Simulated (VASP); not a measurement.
Runs of VASP 6.6.1 on Zn. The structure is that of space group P6_3/mmc (No. 194), or close to it. The cells are those of the table. 

```csv
task,cell,k mesh,smearing,gap on the mesh (eV),pressure (GPa),relaxed volume (Å³/atom)
single point,"a = 2.635, b = 2.635, c = 5.096 Å, angles 90.0, 90.0, 120.0°, 2 atoms",18 × 18 × 10,gaussian 0.1 eV,none,0.3,-
single point,"a = 2.614, b = 2.614, c = 4.873 Å, angles 90.0, 90.0, 120.0°, 2 atoms",9 × 9 × 4,gaussian 0.1 eV,none,4.3,-
single point,"a = 2.637, b = 2.637, c = 5.094 Å, angles 90.0, 90.0, 120.0°, 2 atoms",18 × 18 × 10,fermi-dirac 0.15 eV,none,0.3,-
relaxation of cell and atoms,"relaxed from a = 2.614, b = 2.614, c = 4.873 Å, angles 90.0, 90.0, 120.0°, 2 atoms",18 × 18 × 10,gaussian 0.1 eV,none,0.0,(a)
relaxation of cell and atoms,"relaxed from a = 2.635, b = 2.635, c = 5.096 Å, angles 90.0, 90.0, 120.0°, 2 atoms",18 × 18 × 10,fermi-dirac 0.15 eV,none,0.0,15.39
```

Alike in all rows: level PBE; potentials or basis VASP PAW PBE potentials, release 64 (Zn); no spin polarisation; cutoff (eV) 500.

Problem. Estimate the missing entries.

Solution. (a) 15.36.

Caveats: the cell stands under pressure (at least some runs).

A gap of «none» marks levels without a gap at the run's occupations.
